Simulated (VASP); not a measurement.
Write the native input for VASP 6.6.1 that does the following.

```yaml
Task: single point
Functional: PBE
Potentials_or_basis: VASP PAW PBE potentials, release 64 (Rb_sv)
Cutoff: 520 eV
k_mesh: 13 × 13 × 13
Occupations: fermi-dirac, width 0.1 eV
Spin: no spin polarisation
Dipole_correction: no
Further_INCAR_settings: ALGO = Normal; EDIFF = 1e-06; NBANDS = 10
```

The structure of Rb lies in POSCAR:

```
Rb
1.0
   -2.9095975295      2.9095975295      2.9095975295
    2.9095975295     -2.9095975295      2.9095975295
    2.9095975295      2.9095975295     -2.9095975295
Rb
1
Direct
    0.0000000000      0.0000000000      0.0000000000
```

This cell differs from its parent crystal: volume scaled by 1.08.

One way to write it, as run:

INCAR

```
SYSTEM = Rb
PREC = Accurate ; ENCUT = 520
EDIFF = 1E-6 ; ISMEAR = -1
SIGMA = 0.1 ; LREAL = .False.
LASPH = .True. ; NELM = 60
ALGO = Normal ; ISIF = 2
LWAVE = .False. ; LCHARG = .True.
GGA = PE ; LELF = .True.
LVHAR = .True. ; NBANDS = 10
```

KPOINTS

```
Automatic mesh
0
Gamma
  13 13 13
  0 0 0
```

Potentials or basis: VASP PAW PBE potentials, release 64 (Rb_sv).

Command:

```console
$ cat potpaw_PBE.64/Rb_sv/POTCAR > POTCAR
$ mpirun -np 1 vasp_std > vasp.out
```

Results of the run:

| Property | Result |
| --- | --- |
| Pressure | -0.2 GPa |

Wall time 82 s on 1 thread of Intel(R) Xeon(R) Platinum 8259CL CPU @ 2.50GHz (Skylake/Cascade Lake), on a shared host, peak memory 0.27 GiB.
